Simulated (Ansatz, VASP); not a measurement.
# Nb2Te: VASP beside Ansatz

The input INCAR:

```
  PREC = Accurate
  ENCUT = 600
  EDIFF = 1E-7
  ISMEAR = 0
  SIGMA = 0.1
  LREAL = False
  LASPH = True
  NELM = 60
  ALGO = Normal
  ISIF = 3
  LWAVE = False
  LCHARG = False
  GGA = PE
  IBRION = 2
  NSW = 90
  EDIFFG = -0.04
```

Contents of KPOINTS:

```
regular mesh
0
Gamma
  6 6 6
```

File POSCAR:

```
Nb2Te
1.0
    5.0296623633      0.0000000000      0.0000000000
   -2.5148311817      4.3558153791      0.0000000000
    0.0000000000      0.0000000000      2.9864636657
Nb Te
2 1
Direct
    0.3333333333      0.6666666667      0.5000000000
    0.6666666667      0.3333333333      0.5000000000
    0.0000000000      0.0000000000      0.5000000000
```

Input for Ansatz:

```yaml
crystal:
  lattice:
    - [5.0296623633, 0.0, 0.0]
    - [-2.5148311817, 4.3558153791, 0.0]
    - [0.0, 0.0, 2.9864636657]
  atoms:
    - { symbol: Nb, position: [0.3333333333, 0.6666666667, 0.5] }
    - { symbol: Nb, position: [0.6666666667, 0.3333333333, 0.5] }
    - { symbol: Te, position: [0.0, 0.0, 0.5] }
basis:
  ecutwfc: 420
kpoints:
  mp_grid: { grid: [6, 6, 6] }
hamiltonian:
  xc: pbe
scf:
  occupations: { method: gaussian, width: 0.1 }
  lower_state_search: "off"
output:
  forces: true
  stress: true
  eigenvalues: true
relax:
  adjacent_minimum: "off"
  f_tol: 0.04
  max_steps: 70
  cell: { stress_tol: 0.4 }
```

Alike in both runs: task relaxation of cell and atoms; functional PBE; k mesh 6 × 6 × 6; occupations gaussian, width 0.1 eV; no spin polarisation.

|  | VASP | Ansatz |
| --- | --- | --- |
| version | VASP 6.6.1 | Ansatz 0.2.0 |
| potentials or method | VASP PAW PBE potentials, release 64 (Nb_sv, Te), cutoff 600 eV | scalar-relativistic, plane waves, PAW |
| valence electrons in the cell | 32 | 42 |

Ansatz gave:

| Item | Value |
| --- | --- |
| gap on the k mesh at the Fermi level, each at its own relaxed structure (eV) | none |
| relaxed volume (Å³/atom) | 21.60 |
| relaxed cell length with the largest relative difference (Å) | 5.041 |

Problem. Which values does VASP return?

Solution. gap on the k mesh at the Fermi level, each at its own relaxed structure (eV): none; relaxed volume (Å³/atom): 21.59; relaxed cell length with the largest relative difference (Å): 5.040.

A gap of «none» marks a metal or a gap that the smearing closes. VASP's potentials hold 32 valence electrons a cell and Ansatz's 42, so a difference there can come from the potentials and not from the codes.

Spin-orbit coupling is off throughout.
